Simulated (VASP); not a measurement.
Input of a VASP 6.6.1 run:

The input INCAR:

```
ALGO = Normal
EDIFF = 1E-7
ENCUT = 520
GGA = PE
ISIF = 2
ISMEAR = 0
LASPH = True
LCHARG = False
LREAL = False
LWAVE = False
NBANDS = 11
NELM = 60
PREC = Accurate
SIGMA = 0.02
```

File KPOINTS:

```
k-points
0
Gamma
  8 8 8
```

POSCAR

```
Si
1.0
    0.0000000000      2.7347775075      2.7347775075
    2.7347775075      0.0000000000      2.7347775075
    2.7347775075      2.7347775075      0.0000000000
Si
2
Direct
    0.2500000000      0.2500000000      0.2500000000
    0.0000000000      0.0000000000      0.0000000000
```

Potentials or basis: VASP PAW PBE potentials, release 64 (Si).

Launch:

```sh
$ cat potpaw_PBE.64/Si/POTCAR > POTCAR
$ mpirun -np 1 vasp_std > vasp.out
```

(1) Estimate the band gap on the k mesh.

(2) What does it give for the pressure?

## Answers

(1) 0.65 eV, indirect (least direct gap 2.56 eV).

(2) 0.0 GPa.
